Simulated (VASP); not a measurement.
Set up this calculation in VASP 6.6.1, as the native input.

```yaml
Task: single point
Functional: PBE
Potentials_or_basis: VASP PAW PBE potentials, release 64 (Re)
Cutoff: 520 eV
k_mesh: 18 × 18 × 10
Occupations: gaussian, width 0.15 eV
Spin: no spin polarisation
Dipole_correction: no
Further_INCAR_settings: ALGO = Normal; EDIFF = 1e-06; NBANDS = 14
```

The structure of Re lies in POSCAR:

```
Re
1.0
    2.7007363475      0.0000000000      0.0000000000
   -1.3503681738      2.3389062859      0.0000000000
    0.0000000000      0.0000000000      4.4842238099
Re
2
Direct
    0.3333333333      0.6666666667      0.2066480157
    0.6666666667      0.3333333333      0.7933519843
```

This cell differs from its parent crystal: atoms displaced along a vibrational mode, the cell strained.

These files were run (other wordings do the same):

INCAR

```
SYSTEM = Re
PREC = Accurate ; ENCUT = 520
EDIFF = 1E-6 ; ISMEAR = 0
SIGMA = 0.15 ; LREAL = .FALSE.
LASPH = .TRUE. ; NELM = 80
ALGO = Normal ; ISIF = 2
LWAVE = .FALSE. ; LCHARG = .TRUE.
GGA = PE ; LELF = .TRUE.
LVHAR = .TRUE. ; NBANDS = 14
```

KPOINTS

```
regular mesh
0
G
  18 18 10
  0 0 0
```

Potentials or basis: VASP PAW PBE potentials, release 64 (Re).

Run with:

```bash
$ cat potpaw_PBE.64/Re/POTCAR > POTCAR
$ mpirun -np 1 vasp_std > vasp.out
```

Results of the run:

* Pressure: 52.3 GPa
* Largest force: 6.899 eV/Å
* Band gap on the k mesh: zero (bands 7 and 8 overlap by 3.15 eV)

Caveat: the cell differs from its parent crystal (atoms displaced along a vibrational mode, the cell strained); the stress differs along the axes, from 50 to 58 GPa; spin-orbit coupling is left out, which moves the levels of the heavy elements; forces of over 1 eV/Å act on the atoms, so gaps and moduli don't describe the material at rest.

Run time: 55 s on 1 thread of Intel(R) Xeon(R) 6975P-C (Granite Rapids), with other jobs on the host, peak memory 0.23 GiB.
